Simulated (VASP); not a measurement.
# Li (Fm-3m) in VASP: further runs

The runs below take Li through single point, with PBEsol+D4.

Program: VASP 6.6.1. These are calculated values, not measurements. Logs are shortened: lines on timing, memory, paths and dates and some standing lists are left out, and cuts for length are marked.

## (1) The cell of the first run

Symmetry: Fm-3m, No. 225, cubic system. Conventional cell: a = 4.134 Å, b = 4.134 Å, c = 4.134 Å, α = 90.00°, β = 90.00°, γ = 90.00°. Li (site symmetry m-3m) has 12 Li at 2.92 Å within 3.9 Å.

## (2) Single point, PBEsol+D4

File INCAR:

```
PREC     = Accurate       # precision mode
ENCUT    = 520            # plane-wave cutoff, eV
EDIFF    = 1E-7           # SCF threshold, eV
ISMEAR   = -1             # smearing method
SIGMA    = 0.05           # smearing width, eV
LREAL    = F              # projectors in reciprocal space
LASPH    = T              # aspherical terms in the spheres
NELM     = 100            # most SCF steps
ALGO     = Normal         # electronic algorithm
ISIF     = 2              # what is computed and relaxed
LWAVE    = F              # write WAVECAR
LCHARG   = T              # write CHGCAR
GGA      = PS             # functional
IVDW     = 13             # dispersion correction
LELF     = T              # ELF
LVHAR    = T            
NBANDS   = 8              # bands
```

File KPOINTS:

```
Automatic mesh
0
Gamma
  10 10 10
```

File POSCAR:

```
Li
1.0
    0.0000000000      2.0670651099      2.0670651099
    2.0670651099      0.0000000000      2.0670651099
    2.0670651099      2.0670651099      0.0000000000
Li
1
Direct
    0.0000000000      0.0000000000      0.0000000000
```

Potentials or basis: VASP PAW PBE potentials, release 64 (Li_sv).

Started as:

```bash
$ cat potpaw_PBE.64/Li_sv/POTCAR > POTCAR
$ mpirun -np 1 vasp_std > vasp.out
```

OUTCAR:

```text
PREC = Accurate
   ENCUT = 520
   EDIFF = 1E-7
   ISMEAR = -1
   LREAL = F
   LASPH = T
   NELM = 100
   ISIF = 2
   GGA = PS
   IVDW = 13

 ion  position               nearest neighbor table
   1  0.000  0.000  0.000-

  LATTYP: Found a face centered cubic cell.
 ALAT       =     4.1341302198

  Lattice vectors:

 A1 = (   0.0000000000,   2.0670651099,   2.0670651099)
 A2 = (   2.0670651099,   0.0000000000,   2.0670651099)
 A3 = (   2.0670651099,   2.0670651099,   0.0000000000)

Analysis of symmetry for initial positions (statically):
=====================================================================
 Subroutine PRICEL returns:
 Original cell was already a primitive cell.

 Routine SETGRP: Setting up the symmetry group for a
 face centered cubic supercell.

 Subroutine GETGRP returns: Found 48 space group operations
 (whereof 48 operations were pure point group operations)
 out of a pool of 48 trial point group operations.

The static configuration has the point symmetry O_h .

Analysis of symmetry for dynamics (positions and initial velocities):
=====================================================================
 Subroutine PRICEL returns:
 Original cell was already a primitive cell.

 Routine SETGRP: Setting up the symmetry group for a
 face centered cubic supercell.

 Subroutine GETGRP returns: Found 48 space group operations
 (whereof 48 operations were pure point group operations)
 out of a pool of 48 trial point group operations.

The dynamic configuration has the point symmetry O_h .

 Subroutine INISYM returns: Found 48 space group operations
 (whereof 48 operations are pure point group operations),
 and found     1 'primitive' translations

----------------------------------------------------------------------------------------

                                     Primitive cell

  volume of cell :      17.6641

  direct lattice vectors                    reciprocal lattice vectors
     0.000000000  2.067065110  2.067065110    -0.241888849  0.241888849  0.241888849
     2.067065110  0.000000000  2.067065110     0.241888849 -0.241888849  0.241888849
     2.067065110  2.067065110  0.000000000     0.241888849  0.241888849 -0.241888849

  length of vectors
     2.923271513  2.923271513  2.923271513     0.418963776  0.418963776  0.418963776

  position of ions in fractional coordinates (direct lattice)
     0.000000000  0.000000000  0.000000000

  ion indices of the primitive-cell ions
   primitive index   ion index
                 1           1

----------------------------------------------------------------------------------------

 KPOINTS: Automatic mesh

Automatic generation of k-mesh.
 Grid dimensions read from file:
 generate k-points for:   10   10   10

 Generating k-lattice:

  Cartesian coordinates                     Fractional coordinates (reciprocal lattice)
    -0.024188885  0.024188885  0.024188885     0.100000000  0.000000000  0.000000000
     0.024188885 -0.024188885  0.024188885     0.000000000  0.100000000  0.000000000
     0.024188885  0.024188885 -0.024188885     0.000000000  0.000000000  0.100000000

  Length of vectors
     0.041896378  0.041896378  0.041896378

  Shift w.r.t. Gamma in fractional coordinates (k-lattice)
     0.000000000  0.000000000  0.000000000

 Subroutine IBZKPT returns following result:
 ===========================================

 Found     47 irreducible k-points:

 Following reciprocal coordinates:
            Coordinates               Weight
  0.000000  0.000000  0.000000      1.000000
  0.100000  0.000000  0.000000      8.000000
  0.200000  0.000000  0.000000      8.000000
  0.300000  0.000000  0.000000      8.000000
  0.400000  0.000000  0.000000      8.000000
  0.500000  0.000000  0.000000      4.000000
[... 16 lines left out ...]
  0.300000  0.300000  0.000000      6.000000
  0.400000  0.300000  0.000000     24.000000
 [... further k-points ...]
   k-points           NKPTS =     47   k-points in BZ     NKDIM =     47   number of bands    NBANDS=      8
   number of dos      NEDOS =    301   number of ions     NIONS =      1
   total plane-waves  NPLWV =  13824
   dimension x,y,z NGX =    24 NGY =   24 NGZ =   24
   dimension x,y,z NGXF=    48 NGYF=   48 NGZF=   48
   ions per type =               1
   NGX,Y,Z   is equivalent  to a cutoff of  13.65, 13.65, 13.65 a.u.
   NGXF,Y,Z  is equivalent  to a cutoff of  27.30, 27.30, 27.30 a.u.
 SYSTEM =  unknown system
   PREC   = accura    normal or accurate (medium, high low for compatibility)
   ISTART =      0    job   : 0-new  1-cont  2-samecut
   ICHARG =      2    charge: 1-file 2-atom 10-const
   ISPIN  =      1    spin polarized calculation?
   LNONCOLLINEAR =      F non collinear calculations
   LSORBIT =      F    spin-orbit coupling
   LASPH  =      T    aspherical Exc in radial PAW
   ENCUT  =  520.0 eV  38.22 Ry    6.18 a.u.   5.44  5.44  5.44*2*pi/ulx,y,z
   NELM   =    100;   NELMIN=  2; NELMDL= -5     # of ELM steps
   EDIFF  = 0.1E-06   stopping-criterion for ELM
   LREAL  =      F    real-space projection
   EDIFFG = 0.1E-05   stopping-criterion for IOM
   NSW    =      0    number of steps for IOM
   IBRION =     -1    ionic relax: 0-MD 1-quasi-New 2-CG
   NFREE  =      0    steps in history (QN), initial steepest desc. (CG)
   ISIF   =      2    stress and relaxation
   ISYM   =      2    0-nonsym 1-usesym 2-fastsym
   POTIM  = 0.5000    time-step for ionic-motion
   TEBEG  =    0.0;   TEEND  =   0.0 temperature during run
   PSTRESS=    0.0 pullay stress
   NELECT =       3.0000    total number of electrons
   NUPDOWN=      -1.0000    fix difference up-down
   EMIN   =  10.00;   EMAX   =-10.00  energy-range for DOS
   EFERMI =   0.00;   METHOD = LEGACY
   ISMEAR =    -1;   SIGMA  =   0.05  broadening in eV -4-tet -1-fermi 0-gaus
   EFERMI_NEDOS =   21; number of points for ismear=-14 and -15
   IALGO  =     38    algorithm
   IMIX   =      4    mixing-type and parameters
     AMIX     =   0.40;   BMIX     =  1.00
     AMIX_MAG =   1.60;   BMIX_MAG =  1.00
  volume/ion in A,a.u.               =      17.66       119.20
  Fermi-wavevector in a.u.,A,eV,Ry     =   0.906604  1.713234 11.183054  0.821931
  Thomas-Fermi vector in A             =   2.030312
   LORBIT       =      0    0 simple, 1 ext, 2 COOP (PROOUT), +10 PAW based schemes
   GGA     = PS    functional components
   LHFCALC =     F    Hartree Fock is set to
   AEXX    =    0.0000 exact exchange contribution
   IVDW    =    13    specifies the selected vdW correction
   LEPSILON=     F    determine dielectric tensor
   LRPA    =     F    only Hartree local field effects (RPA)
 non-spin polarized calculation
  energy-cutoff  :      520.00
  volume of cell :       17.66
 maximum number of plane-waves:       531
 NGX is ok and might be reduce to    24
   NGX = 11   NGY = 11   NGZ = 11

 number of electron       3.0000007 magnetization

 Free energy of the ion-electron system (eV)
  ---------------------------------------------------
  ext. energy  EPLUGINS =         0.00000000
  ---------------------------------------------------
  free energy    TOTEN  =        -1.95166466 eV

  energy without entropy =       -1.94726387  energy(sigma->0) =       -1.94946426

 E-fermi :   0.9753     XC(G=0):  -7.3625

 val. band max:        0.9496646949   @ k =   0.5000   0.0000   0.0000
 cond. band min:       1.0341282241   @ k =   0.5000   0.3000   0.1000
 fundamental gap:      0.0844635292
 Fermi energy:         0.9753123631

 k-point     1 :       0.0000    0.0000    0.0000
  band No.  band energies     occupation
      1     -44.6573      2.00000
      2      -2.6929      2.00000
      3      16.8454      0.00000
      4      16.8454      0.00000
      5      16.8454      0.00000
      6      20.9301      0.00000
      7      20.9301      0.00000
      8      20.9301      0.00000

 k-point     2 :       0.1000    0.0000    0.0000
  band No.  band energies     occupation
      1     -44.6538      2.00000
      2      -2.5063      2.00000
      3      14.8598      0.00000
      4      16.4242      0.00000
      5      16.4242      0.00000
      6      20.0940      0.00000
      7      21.6752      0.00000
      8      21.6752      0.00000

 k-point     3 :       0.2000    0.0000    0.0000
  band No.  band energies     occupation
      1     -44.6454      2.00000
      2      -1.9477      2.00000
      3      11.4608      0.00000
      4      15.7302      0.00000
      5      15.7302      0.00000
      6      20.5019      0.00000
      7      22.1277      0.00000
      8      22.1277      0.00000

 k-point     4 :       0.3000    0.0000    0.0000
  band No.  band energies     occupation
      1     -44.6353      2.00000
      2      -1.0281      2.00000
      3       8.2902      0.00000
      4      15.2327      0.00000
      5      15.2327      0.00000
      6      20.5651      0.00000
      7      20.6963      0.00000
      8      20.6963      0.00000

 k-point     5 :       0.4000    0.0000    0.0000
  band No.  band energies     occupation
      1     -44.6270      2.00000
      2       0.1570      2.00000
      3       5.7104      0.00000
      4      14.9968      0.00000
      5      14.9968      0.00000
      6      19.5295      0.00000
      7      19.5295      0.00000
      8      19.9958      0.00000
[... 177 lines left out ...]
 k-point    22 :      -0.2000    0.2000    0.0000
  band No.  band energies     occupation
      1     -44.6317      2.00000
      2      -0.6848      2.00000
      3       8.8363      0.00000
      4      11.3841      0.00000
      5      15.5790      0.00000
      6      19.0008      0.00000
      7      21.9513      0.00000
      8      22.0209      0.00000

 k-point    23 :       0.3000    0.3000    0.0000
  band No.  band energies     occupation
      1     -44.6283      2.00000
      2      -0.4101      2.00000
      3      11.6005      0.00000
      4      11.6005      0.00000
      5      12.0403      0.00000
      6      13.9884      0.00000
      7      17.8221      0.00000
      8      29.2488      0.00000

 k-point    24 :       0.4000    0.3000    0.0000
  band No.  band energies     occupation
      1     -44.6218      2.00000
      2       0.5409      1.99966
      3       9.0981      0.00000
      4      10.5524      0.00000
      5      11.1859      0.00000
      6      14.9331      0.00000
      7      18.2921      0.00000
      8      28.6869      0.00000

 [... further k-points ...]

------------------------ aborting loop because EDIFF is reached ----------------------------------------

  DFT-D4 for vdW energy calculation

  Edisp (eV):   -0.01284

  FORCE on cell =-STRESS in cart. coord.  units (eV):
  Direction    XX          YY          ZZ          XY          YZ          ZX
  --------------------------------------------------------------------------------------
  -------------------------------------------------------------------------------------
  Total       0.22527     0.22527     0.22527     0.00000    -0.00000     0.00000
  in kB      20.43241    20.43241    20.43241     0.00000    -0.00000     0.00000
  external pressure =       20.43 kB  Pullay stress =        0.00 kB

 VOLUME and BASIS-vectors are now :
 -----------------------------------------------------------------------------
  energy-cutoff  :      520.00
  volume of cell :       17.66
      direct lattice vectors                 reciprocal lattice vectors
     0.000000000  2.067065110  2.067065110    -0.241888849  0.241888849  0.241888849
     2.067065110  0.000000000  2.067065110     0.241888849 -0.241888849  0.241888849
     2.067065110  2.067065110  0.000000000     0.241888849  0.241888849 -0.241888849

 POSITION                                       TOTAL-FORCE (eV/Angst)
 -----------------------------------------------------------------------------------
      0.00000      0.00000      0.00000        -0.000000      0.000000      0.000000
 -----------------------------------------------------------------------------------
    total drift:                               -0.000000     -0.000000     -0.000000

  FREE ENERGIE OF THE ION-ELECTRON SYSTEM (eV)
  ---------------------------------------------------
  free  energy   TOTEN  =        -1.9644998794 eV

  energy  without entropy=       -1.9600990820  energy(sigma->0) =       -1.96229948
```

Wall time 5.8 s (1 thread of AMD EPYC 7R13 (Zen 3), shared host); peak memory 0.1 GiB.

What came out:

* Free energy: -1.9645 eV
* Dispersion energy per atom: -0.013 eV

Levels at points of the mesh, in eV from the Fermi level:
```tsv
k point	band 1	band 2	band 3	band 4	band 5	band 6	band 7
(0.00, 0.00, 0.00)	-45.63	-3.67	15.87	15.87	15.87	19.95	19.95
(0.50, 0.00, 0.00)	-45.60	-0.03	3.47	13.96	13.96	18.13	18.13
(0.50, 0.50, 0.00)	-45.59	1.69	5.29	9.30	9.30	11.61	17.41
```

Caveat: the cutoff is under 1.25 times the usual one of these potentials, so pressure, stress and relaxed cells hold a basis-set (Pulay) error; the PAW data sets were made with another functional, which shifts forces and pressure a little; pairwise dispersion overbinds metals, which lowers pressure and volume.

[end of part 1 of 3]
